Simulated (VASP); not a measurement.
**NbB2: single point with LDA**

NbB2:

```
CELL_PARAMETERS angstrom
2.99518 0.00000 0.00000
-1.49759 2.59390 0.00000
0.00000 0.00000 3.36335
ATOMIC_POSITIONS crystal
Nb 0.00000 0.00000 0.00000
B 0.33333 0.66667 0.50000
B 0.66667 0.33333 0.50000
```

This cell differs from its parent crystal: strain -0.025 along x and y, +0.025 along z.

```json
{"Program": "VASP 6.6.1", "Task": "single point", "Functional": "LDA", "Potentials or basis": "VASP PAW LDA potentials, release 64 (Nb_sv, B)", "Cutoff": "520 eV", "k mesh": "18 × 18 × 14", "Occupations": "gaussian, width 0.15 eV", "Spin": "no spin polarisation", "Dipole correction": "no", "Further INCAR settings": "ALGO = Normal; EDIFF = 1e-06; NBANDS = 16"}
```

| Item | Value |
| --- | --- |
| Pressure | 9.9 GPa |

Stress tensor (GPa, compression positive):
```
14.69  0.00  0.00
 0.00 14.69  0.00
 0.00  0.00  0.21
```

Levels at points of the mesh, in eV from the Fermi level:
| k point | band 5 | band 6 | band 7 | band 8 | band 9 | band 10 | band 11 | band 12 | band 13 | band 14 |
| --- | --- | --- | --- | --- | --- | --- | --- | --- | --- | --- |
| (0.00, 0.00, 0.00) | -14.50 | -4.57 | -4.12 | -4.12 | -3.58 | 1.46 | 1.46 | 2.96 | 2.96 | 4.86 |
| (0.50, 0.00, 0.00) | -10.71 | -9.68 | -5.78 | -4.63 | -4.23 | 0.37 | 1.62 | 3.21 | 3.67 | 6.18 |
| (0.00, 0.00, 0.50) | -12.14 | -8.77 | -1.82 | -1.82 | -1.34 | -1.34 | -1.16 | -1.16 | -0.09 | 4.90 |
| (0.50, 0.00, 0.50) | -11.50 | -8.35 | -6.24 | -6.00 | -3.19 | 1.86 | 3.51 | 4.14 | 5.04 | 5.16 |

It took 36 s on 1 thread of Intel(R) Xeon(R) 6975P-C (Granite Rapids) (shared host), peak memory 0.22 GiB.

Caveat: the cell differs from its parent crystal (strain -0.025 along x and y, +0.025 along z).
